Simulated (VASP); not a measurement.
## Cu: single point with PBE

The system is Cu.

```
Cu
1.0
     0.00000    1.80750    1.80750
     1.80750    0.00000    1.80750
     1.80750    1.80750    0.00000
Cu
1
Direct
  0.00000 0.00000 0.00000
```

```
Program                : VASP 6.6.1
Task                   : single point
Functional             : PBE
Potentials or basis    : VASP PAW PBE potentials, release 64 (Cu)
Cutoff                 : 600 eV
k mesh                 : 13 × 13 × 13
Occupations            : gaussian, width 0.023 eV
Spin                   : no spin polarisation
Dipole correction      : no
Further INCAR settings : ALGO = Normal; EDIFF = 1e-06; NBANDS = 12
```

| Item | Value |
| --- | --- |
| Pressure | 2.3 GPa |

Levels at points of the mesh, in eV from the Fermi level:
```tsv
k point	band 4	band 5	band 6	band 7	band 8	band 9
(0.00, 0.00, 0.00)	-3.24	-2.42	-2.42	22.39	25.03	25.03
```

Wall time 21 s on 1 thread of AMD EPYC 7R13 (shared host), peak memory 0.1 GiB.
